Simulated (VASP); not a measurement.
Set up this calculation in VASP 6.6.1, as the native input.

```yaml
Task: single point
Functional: PBE
Potentials_or_basis: VASP PAW PBE potentials, release 64 (Na_pv, Cu, H)
Cutoff: 520 eV
k_mesh: 9 × 9 × 8
Occupations: gaussian, width 0.1 eV
Spin: no spin polarisation
Dipole_correction: no
Further_INCAR_settings: ALGO = Normal; EDIFF = 1e-06; NBANDS = 32
```

The structure of NaCuH3 lies in POSCAR:

```
NaCuH3
1.0
    5.0750454372      0.0000000000      0.0000000000
   -2.5375227186      4.3951182740      0.0000000000
    0.0000000000      0.0000000000      4.6433927430
Na Cu H
2 2 6
Direct
    0.3333333333      0.6666666667      0.7500000000
    0.6666666667      0.3333333333      0.2500000000
    0.0000000000      0.0000000000      0.0000000000
    0.0000000000      0.0000000000      0.5000000000
    0.8517904787      0.7035809574      0.7500000000
    0.2964190426      0.1482095213      0.7500000000
    0.8517904787      0.1482095213      0.7500000000
    0.1482095213      0.2964190426      0.2500000000
    0.7035809574      0.8517904787      0.2500000000
    0.1482095213      0.8517904787      0.2500000000
```

These files were run (other wordings do the same):

INCAR

```
PREC = Accurate
ENCUT = 520
EDIFF = 1E-6
ISMEAR = 0
SIGMA = 0.1
LREAL = F
LASPH = T
NELM = 100
ALGO = Normal
ISIF = 2
LWAVE = F
LCHARG = T
GGA = PE
LELF = T
LVHAR = T
NBANDS = 32
```

KPOINTS

```
Automatic mesh
0
Gamma
  9 9 8
```

Potentials or basis: VASP PAW PBE potentials, release 64 (Na_pv, Cu, H).

Command:

```console
$ cat potpaw_PBE.64/Na_pv/POTCAR potpaw_PBE.64/Cu/POTCAR potpaw_PBE.64/H/POTCAR > POTCAR
$ mpirun -np 1 vasp_std > vasp.out
```

Results of the run:

```
Pressure               : 0.0 GPa
Largest force          : 0.023 eV/Å
Band gap on the k mesh : zero (band 21 reaches 3.50 eV, above the bottom of band 22 at 0.84 eV)
```

It took 2.1 min on 1 thread of Intel(R) Xeon(R) Platinum 8488C (Sapphire Rapids) (shared host), peak memory 0.32 GiB.
